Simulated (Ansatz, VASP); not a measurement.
**AlGeS6: VASP beside Ansatz**

```
Al Ge S
1.0
     0.00000    4.07403    4.07403
     4.07403    0.00000    4.07403
     4.07403    4.07403    0.00000
Al Ge S
1 1 6
Direct
  0.50000 0.50000 0.50000
  0.00000 0.00000 0.00000
  0.50000 0.00000 0.00000
  0.00000 0.50000 0.50000
  0.00000 0.50000 0.00000
  0.50000 0.00000 0.50000
  0.00000 0.00000 0.50000
  0.50000 0.50000 0.00000
```

Change from the starting cell: species swapped into the MnCuPt6 type (Fm-3m, No. 225).

Alike in both runs: functional PBE; k mesh 4 × 4 × 4; occupations gaussian, width 0.1 eV; no spin polarisation.

Ansatz relaxed the structure, and its values are those at the end. VASP's run is a single point on that final structure, the one shown.

```csv
,VASP,Ansatz
version,VASP 6.6.1,Ansatz 0.2.0
potentials or method,"VASP PAW PBE potentials, release 64 (Al, Ge_d, S), cutoff 520 eV","scalar-relativistic, plane waves, PAW"
valence electrons in the cell,53,53
```

```tsv
	VASP	Ansatz	Ansatz less VASP
gap on the k mesh at the Fermi level (eV)	none	none	-
pressure (GPa)	-0.1	-0.1	+0.09
```

A gap of «none» marks a metal or a gap that the smearing closes. With one functional, cell and mesh, what is left measures potentials, basis and numerics.
